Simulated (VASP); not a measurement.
# ZnO (P6_3mc) in VASP: further runs

ZnO is run at these levels: PBE; tasks: single point, relaxation of cell and atoms.

Program: VASP 6.6.1. These are calculated values, not measurements. Logs are shortened: lines on timing, memory, paths and dates and some standing lists are left out, and cuts for length are marked.

### Step 1. The cell of the first run

Symmetry: P6_3mc, No. 186, hexagonal system. Conventional cell: a = 3.280 Å, b = 3.280 Å, c = 5.291 Å, α = 90.00°, β = 90.00°, γ = 120.00°. Within 2.6 Å of Zn (site symmetry 3m) lie 4 O at 2.00 to 2.01 Å. Within 2.6 Å of O (site symmetry 3m) lie 4 Zn at 2.00 to 2.01 Å.

### Step 2. Single point, PBE

Contents of INCAR:

```
SYSTEM = ZnO
ALGO = Normal ; EDIFF = 1E-7
ENCUT = 520 ; GGA = PE
ISIF = 2 ; ISMEAR = 0
LASPH = .True. ; LCHARG = .False.
LREAL = .False. ; LWAVE = .False.
NBANDS = 26 ; NELM = 100
PREC = Accurate ; SIGMA = 0.02
```

Contents of KPOINTS:

```
k-points
0
Gamma
  12 12 6
  0 0 0
```

Contents of POSCAR:

```
ZnO
1.0
    3.2799856020      0.0000000000      0.0000000000
   -1.6399928010      2.8405508554      0.0000000000
    0.0000000000      0.0000000000      5.2911453920
Zn O
2 2
Direct
    0.0000000000      0.0000000000     -0.0020739807
    0.3333333333      0.6666666667      0.4979260193
    0.0000000000      0.0000000000      0.3770744807
    0.3333333333      0.6666666667      0.8770744807
```

Potentials or basis: VASP PAW PBE potentials, release 64 (Zn, O).

Command:

```bash
> cat potpaw_PBE.64/Zn/POTCAR potpaw_PBE.64/O/POTCAR > POTCAR
> mpirun -np 1 vasp_std > vasp.out
```

OUTCAR:

```text
SYSTEM = ZnO
   EDIFF = 1E-7
   ENCUT = 520
   GGA = PE
   ISIF = 2
   ISMEAR = 0
   LASPH = .True.
   LREAL = .False.
   NELM = 100
   PREC = Accurate

 ion  position               nearest neighbor table
   1  0.000  0.000  0.998-   4 2.00   4 2.00   4 2.00   3 2.01
   2  0.333  0.667  0.498-   3 2.00   3 2.00   3 2.00   4 2.01
   3  0.000  0.000  0.377-   2 2.00   2 2.00   2 2.00   1 2.01
   4  0.333  0.667  0.877-   1 2.00   1 2.00   1 2.00   2 2.01

  LATTYP: Found a hexagonal cell.
 ALAT       =     3.2799856020
 C/A-ratio  =     1.6131611641

  Lattice vectors:

 A1 = (   3.2799856020,   0.0000000000,   0.0000000000)
 A2 = (  -1.6399928010,   2.8405508554,   0.0000000000)
 A3 = (   0.0000000000,   0.0000000000,   5.2911453920)

Analysis of symmetry for initial positions (statically):
=====================================================================
 Subroutine PRICEL returns:
 Original cell was already a primitive cell.

 Routine SETGRP: Setting up the symmetry group for a
 hexagonal supercell.

 Subroutine GETGRP returns: Found 12 space group operations
 (whereof  6 operations were pure point group operations)
 out of a pool of 24 trial point group operations.

The static configuration has the point symmetry C_3v.
 The point group associated with its full space group is C_6v.

Analysis of symmetry for dynamics (positions and initial velocities):
=====================================================================
 Subroutine PRICEL returns:
 Original cell was already a primitive cell.

 Routine SETGRP: Setting up the symmetry group for a
 hexagonal supercell.

 Subroutine GETGRP returns: Found 12 space group operations
 (whereof  6 operations were pure point group operations)
 out of a pool of 24 trial point group operations.

The dynamic configuration has the point symmetry C_3v.
 The point group associated with its full space group is C_6v.

 Subroutine INISYM returns: Found 12 space group operations
 (whereof  6 operations are pure point group operations),
 and found     1 'primitive' translations

----------------------------------------------------------------------------------------

                                     Primitive cell

  volume of cell :      49.2974

  direct lattice vectors                    reciprocal lattice vectors
     3.279985602  0.000000000  0.000000000     0.304879387  0.176022196  0.000000000
    -1.639992801  2.840550855  0.000000000     0.000000000  0.352044392  0.000000000
     0.000000000  0.000000000  5.291145392     0.000000000  0.000000000  0.188994996

  length of vectors
     3.279985602  3.279985602  5.291145392     0.352044392  0.352044392  0.188994996

  position of ions in fractional coordinates (direct lattice)
     0.000000000  0.000000000  0.997926019
     0.333333333  0.666666667  0.497926019
     0.000000000  0.000000000  0.377074481
     0.333333333  0.666666667  0.877074481

  ion indices of the primitive-cell ions
   primitive index   ion index
                 1           1
                 2           2
                 3           3
                 4           4

----------------------------------------------------------------------------------------

 KPOINTS: k-points

Automatic generation of k-mesh.
 Grid dimensions read from file:
 generate k-points for:   12   12    6

 Generating k-lattice:

  Cartesian coordinates                     Fractional coordinates (reciprocal lattice)
     0.025406616  0.014668516  0.000000000     0.083333333  0.000000000  0.000000000
     0.000000000  0.029337033  0.000000000     0.000000000  0.083333333  0.000000000
     0.000000000  0.000000000  0.031499166     0.000000000  0.000000000  0.166666667

  Length of vectors
     0.029337033  0.029337033  0.031499166

  Shift w.r.t. Gamma in fractional coordinates (k-lattice)
     0.000000000  0.000000000  0.000000000

 Subroutine IBZKPT returns following result:
 ===========================================

 Found     76 irreducible k-points:

 Following reciprocal coordinates:
            Coordinates               Weight
  0.000000  0.000000  0.000000      1.000000
  0.083333  0.000000  0.000000      6.000000
  0.166667  0.000000  0.000000      6.000000
  0.250000  0.000000  0.000000      6.000000
  0.333333  0.000000  0.000000      6.000000
  0.416667  0.000000  0.000000      6.000000
[... 16 lines left out ...]
  0.250000  0.000000  0.166667     12.000000
  0.333333  0.000000  0.166667     12.000000
 [... further k-points ...]
   k-points           NKPTS =     76   k-points in BZ     NKDIM =     76   number of bands    NBANDS=     26
   number of dos      NEDOS =    301   number of ions     NIONS =      4
   total plane-waves  NPLWV =  23040
   dimension x,y,z NGX =    24 NGY =   24 NGZ =   40
   dimension x,y,z NGXF=    48 NGYF=   48 NGZF=   80
   ions per type =               2   2
   NGX,Y,Z   is equivalent  to a cutoff of  12.16, 12.16, 12.57 a.u.
   NGXF,Y,Z  is equivalent  to a cutoff of  24.33, 24.33, 25.14 a.u.
 SYSTEM =  ZnO
   PREC   = accura    normal or accurate (medium, high low for compatibility)
   ISTART =      0    job   : 0-new  1-cont  2-samecut
   ICHARG =      2    charge: 1-file 2-atom 10-const
   ISPIN  =      1    spin polarized calculation?
   LNONCOLLINEAR =      F non collinear calculations
   LSORBIT =      F    spin-orbit coupling
   LASPH  =      T    aspherical Exc in radial PAW
   ENCUT  =  520.0 eV  38.22 Ry    6.18 a.u.   6.10  6.10  9.84*2*pi/ulx,y,z
   NELM   =    100;   NELMIN=  2; NELMDL= -5     # of ELM steps
   EDIFF  = 0.1E-06   stopping-criterion for ELM
   LREAL  =      F    real-space projection
   EDIFFG = 0.1E-05   stopping-criterion for IOM
   NSW    =      0    number of steps for IOM
   IBRION =     -1    ionic relax: 0-MD 1-quasi-New 2-CG
   NFREE  =      0    steps in history (QN), initial steepest desc. (CG)
   ISIF   =      2    stress and relaxation
   ISYM   =      2    0-nonsym 1-usesym 2-fastsym
   POTIM  = 0.5000    time-step for ionic-motion
   TEBEG  =    0.0;   TEEND  =   0.0 temperature during run
   PSTRESS=    0.0 pullay stress
   NELECT =      36.0000    total number of electrons
   NUPDOWN=      -1.0000    fix difference up-down
   EMIN   =  10.00;   EMAX   =-10.00  energy-range for DOS
   EFERMI =   0.00;   METHOD = LEGACY
   ISMEAR =     0;   SIGMA  =   0.02  broadening in eV -4-tet -1-fermi 0-gaus
   EFERMI_NEDOS =   21; number of points for ismear=-14 and -15
   IALGO  =     38    algorithm
   IMIX   =      4    mixing-type and parameters
     AMIX     =   0.40;   BMIX     =  1.00
     AMIX_MAG =   1.60;   BMIX_MAG =  1.00
  volume/ion in A,a.u.               =      12.32        83.17
  Fermi-wavevector in a.u.,A,eV,Ry     =   1.474238  2.785906 29.570598  2.173378
  Thomas-Fermi vector in A             =   2.589034
   LORBIT       =      0    0 simple, 1 ext, 2 COOP (PROOUT), +10 PAW based schemes
   GGA     = PE    functional components
   LHFCALC =     F    Hartree Fock is set to
   AEXX    =    0.0000 exact exchange contribution
   IVDW    =     0    specifies the selected vdW correction
   LEPSILON=     F    determine dielectric tensor
   LRPA    =     F    only Hartree local field effects (RPA)
 non-spin polarized calculation
 Gauss-broadening in eV      SIGMA  =   0.02
  energy-cutoff  :      520.00
  volume of cell :       49.30
 maximum number of plane-waves:      1350
   NGX = 13   NGY = 13   NGZ = 19

 number of electron      36.0000034 magnetization

 Free energy of the ion-electron system (eV)
  ---------------------------------------------------
  ext. energy  EPLUGINS =         0.00000000
  ---------------------------------------------------
  free energy    TOTEN  =       -17.86094680 eV

  energy without entropy =      -17.86094680  energy(sigma->0) =      -17.86094680

 E-fermi :   0.9984     XC(G=0): -10.7261

 val. band max:        0.8954937893   @ k =   0.0000   0.0000   0.0000
 cond. band min:       1.6242639412   @ k =   0.0000   0.0000   0.0000
 fundamental gap:      0.7287701520
 Fermi energy:         0.9984129697

 k-point     1 :       0.0000    0.0000    0.0000
  band No.  band energies     occupation
      1     -16.9230      2.00000
      2     -16.2547      2.00000
      3      -4.6415      2.00000
      4      -4.6415      2.00000
      5      -4.6013      2.00000
      6      -4.4859      2.00000
[... 18 lines left out ...]
     25      14.8242      0.00000
     26      14.8243      0.00000

 k-point     2 :       0.0833    0.0000    0.0000
  band No.  band energies     occupation
      1     -16.8873      2.00000
      2     -16.2388      2.00000
      3      -4.6817      2.00000
      4      -4.6203      2.00000
      5      -4.5769      2.00000
      6      -4.4691      2.00000
[... 18 lines left out ...]
     25      14.7665      0.00000
     26      14.9094      0.00000

 k-point     3 :       0.1667    0.0000    0.0000
  band No.  band energies     occupation
      1     -16.7864      2.00000
      2     -16.1962      2.00000
      3      -4.7731      2.00000
      4      -4.5646      2.00000
      5      -4.5404      2.00000
      6      -4.4584      2.00000
[... 18 lines left out ...]
     25      14.7313      0.00000
     26      14.9943      0.00000

 k-point     4 :       0.2500    0.0000    0.0000
  band No.  band energies     occupation
      1     -16.6404      2.00000
      2     -16.1423      2.00000
      3      -4.8642      2.00000
      4      -4.5491      2.00000
      5      -4.4964      2.00000
      6      -4.3725      2.00000
[... 18 lines left out ...]
     25      14.0555      0.00000
     26      14.8598      0.00000
[... 496 lines left out ...]
      1     -16.7481      2.00000
      2     -16.2368      2.00000
      3      -4.8011      2.00000
      4      -4.6117      2.00000
      5      -4.5552      2.00000
      6      -4.5013      2.00000
[... 18 lines left out ...]
     25      13.9331      0.00000
     26      14.7988      0.00000

 k-point    23 :       0.2500    0.0000    0.1667
  band No.  band energies     occupation
      1     -16.6073      2.00000
      2     -16.1756      2.00000
      3      -4.8917      2.00000
      4      -4.6325      2.00000
      5      -4.4827      2.00000
      6      -4.3961      2.00000
[... 18 lines left out ...]
     25      14.0582      0.00000
     26      14.7364      0.00000

 k-point    24 :       0.3333    0.0000    0.1667
  band No.  band energies     occupation
      1     -16.4537      2.00000
      2     -16.1225      2.00000
      3      -4.9322      2.00000
      4      -4.6597      2.00000
      5      -4.4216      2.00000
      6      -4.2645      2.00000
[... 18 lines left out ...]
     25      14.1261      0.00000
     26      14.6810      0.00000

 [... further k-points ...]

------------------------ aborting loop because EDIFF is reached ----------------------------------------

  FORCE on cell =-STRESS in cart. coord.  units (eV):
  Direction    XX          YY          ZZ          XY          YZ          ZX
  --------------------------------------------------------------------------------------
  -------------------------------------------------------------------------------------
  Total        0.2734694      0.2734694      0.3027097      0.0000000      0.0000000      0.0000000
  in kB        8.8878172      8.8878172      9.8381343      0.0000000      0.0000000      0.0000000
  external PRESSURE =       9.2045896 kB  Pullay stress =       0.0000000 kB

 VOLUME and BASIS-vectors are now :
 -----------------------------------------------------------------------------
  energy-cutoff  :      520.00
  volume of cell :       49.30
      direct lattice vectors                 reciprocal lattice vectors
     3.279985602  0.000000000  0.000000000     0.304879387  0.176022196  0.000000000
    -1.639992801  2.840550855  0.000000000     0.000000000  0.352044392  0.000000000
     0.000000000  0.000000000  5.291145392     0.000000000  0.000000000  0.188994996

 POSITION                                       TOTAL-FORCE (eV/Angst)
 -----------------------------------------------------------------------------------
      0.00000      0.00000      5.28017         0.000000      0.000000     -0.001179
     -0.00000      1.89370      2.63460        -0.000000      0.000000     -0.001179
      0.00000      0.00000      1.99516         0.000000      0.000000      0.001179
     -0.00000      1.89370      4.64073        -0.000000     -0.000000      0.001179
 -----------------------------------------------------------------------------------
    total drift:                               -0.000000     -0.000001      0.000981

  FREE ENERGIE OF THE ION-ELECTRON SYSTEM (eV)
  ---------------------------------------------------
  free  energy   TOTEN  =       -17.8609468027 eV

  energy  without entropy=      -17.8609468027  energy(sigma->0) =      -17.86094680
```

Run time: 1.8 min. Hardware: 1 thread of Intel Xeon 8259CL, shared host; peak memory 0.21 GiB.

Results:

```yaml
Free_energy: -17.8609 eV
Pressure: 0.9 GPa
Band_gap_on_the_k_mesh: 0.73 eV
```

Stress tensor (GPa, compression positive):
```
0.89 0.00 0.00
0.00 0.89 0.00
0.00 0.00 0.98
```

Levels at points of the mesh, in eV from the valence-band top:
```csv
k point,band 16,band 17,band 18,band 19,band 20,band 21
"(0.00, 0.00, 0.00)",-0.08,0.00,0.00,0.73,5.09,8.08
"(0.50, 0.00, 0.00)",-2.15,-1.23,-0.79,5.62,6.82,7.53
"(0.00, 0.00, 0.50)",-0.37,-0.37,-0.37,3.36,3.36,9.92
"(0.50, 0.00, 0.50)",-1.43,-1.32,-1.32,5.64,5.64,8.23
```

[end of part 1 of 2]
